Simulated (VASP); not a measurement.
Input of a VASP 6.6.1 run:

Contents of INCAR:

```
SYSTEM = Si2Ni
PREC     = Accurate       ! precision mode
ENCUT    = 600            ! plane-wave cutoff, eV
EDIFF    = 1E-6           ! SCF threshold, eV
ISMEAR   = -1             ! smearing method
SIGMA    = 0.1            ! smearing width, eV
LREAL    = .FALSE.        ! projectors in reciprocal space
LASPH    = .TRUE.         ! aspherical terms in the spheres
NELM     = 100            ! most SCF steps
ALGO     = Normal         ! electronic algorithm
ISIF     = 3              ! what is computed and relaxed
LWAVE    = .FALSE.        ! write WAVECAR
LCHARG   = .FALSE.        ! write CHGCAR
GGA      = PE             ! functional
IBRION   = 2              ! ionic algorithm
NSW      = 60             ! ionic steps
EDIFFG   = -0.005         ! ionic threshold
PSTRESS  = 1200.0
```

KPOINTS

```
Automatic mesh
0
G
  11 11 11
  0 0 0
```

Contents of POSCAR:

```
Si2Ni
1.0
    0.0000000000      2.4171958703      2.4171958703
    2.4171958703      0.0000000000      2.4171958703
    2.4171958703      2.4171958703      0.0000000000
Ni Si
1 2
Direct
    0.0000000000      0.0000000000      0.0000000000
    0.2500000000      0.2500000000      0.2500000000
    0.7500000000      0.7500000000      0.7500000000
```

Potentials or basis: VASP PAW PBE potentials, release 64 (Ni, Si).

Run with:

```bash
$ cat potpaw_PBE.64/Ni/POTCAR potpaw_PBE.64/Si/POTCAR > POTCAR
$ mpirun -np 1 vasp_std > vasp.out
```

Estimate the relaxed cell.

a = 3.413 Å, b = 3.413 Å, c = 3.413 Å, α = 60.00°, β = 60.00°, γ = 60.00°.

What does it give for the relaxed volume?

9.37 Å³/atom.

Estimate the band gap on the k mesh.

zero (bands 9 and 10 overlap by 1.23 eV).

Predict the space group after relaxing (to 0.1 Å).

Fm-3m (No. 225).

Step by step:
```csv
step,energy change (eV),largest force (eV/Å),pressure (GPa),volume (Å³)
1,0.0000,0.0000,117.14,28.25
2,0.5303,0.0000,132.50,27.56
3,0.1006,0.0000,120.14,28.11
4,0.0957,0.0000,120.01,28.12
```

Caveat: the cell is relaxed towards a set pressure, so the run minimises the enthalpy, not the energy. Spin polarisation is off, so any magnetic state and its effect on volume and gap are missing.
